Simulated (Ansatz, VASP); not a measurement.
Two plane-wave programs on Sb

INCAR

```
ALGO = Normal ; EDIFF = 1E-8
ENCUT = 520 ; GGA = PS
ISIF = 2 ; ISMEAR = -1
LASPH = True ; LCHARG = False
LEFG = True ; LREAL = False
LWAVE = False ; NBANDS = 8
NELM = 100 ; PREC = Accurate
SIGMA = 0.08
```

Contents of KPOINTS:

```
k-points
0
Gamma
  12 12 12
```

The input POSCAR:

```
Sb
1.0
    3.1600000000      0.0000000000      0.0000000000
    0.0000000000      3.1600000000      0.0000000000
    0.0000000000      0.0000000000      3.1600000000
Sb
1
Direct
    0.0000000000      0.0000000000      0.0000000000
```

Input for Ansatz:

```yaml
crystal:
  lattice:
    - [3.16, 0.0, 0.0]
    - [0.0, 3.16, 0.0]
    - [0.0, 0.0, 3.16]
  atoms:
    - { symbol: Sb, position: [0.0, 0.0, 0.0] }
kpoints:
  mp_grid: { grid: [12, 12, 12] }
  band_path:
    path:
      - [0.0, 0.0, 0.0]
      - [0.0, 0.5, 0.0]
      - [0.5, 0.5, 0.0]
      - [0.0, 0.0, 0.0]
      - [0.5, 0.5, 0.5]
      - [0.0, 0.5, 0.0]
      - [0.5, 0.5, 0.5]
      - [0.5, 0.5, 0.0]
    npoints: 14
scf:
  occupations: { method: fermi_dirac, width: 0.08 }
hamiltonian:
  xc: pbesol
  pseudopotentials: { kind: paw }
output:
  forces: true
  stress: true
  eigenvalues: true
  efg: { contact_densities: true }
  populations: true
  bader: true
  dos: { projected: true, de: 0.2, e_range: [-14, 8] }
  write_density: true
  write_potential: true
  elf: true
  volumetric_format: npy
```

Alike in both runs: task electric field gradients; functional PBEsol; k mesh 12 × 12 × 12; occupations fermi-dirac, width 0.08 eV; no spin polarisation.

```csv
,VASP,Ansatz
version,VASP 6.6.1,Ansatz 0.2.0
potentials or method,"VASP PAW PBE potentials, release 64 (Sb)","PAW with Ansatz's default frozen-core files, scalar-relativistic"
plane-wave cutoff (eV),520,420
valence electrons in the cell,5,15
```

|  | VASP | Ansatz | Ansatz less VASP |
| --- | --- | --- | --- |
| pressure (GPa) | -4.6 | -4.6 | -0.04 |

VASP's potentials were made for PBE, not for PBEsol. VASP's potentials hold 5 valence electrons a cell and Ansatz's 15, so a difference there can come from the potentials and not from the codes.

Spin-orbit coupling is off throughout.
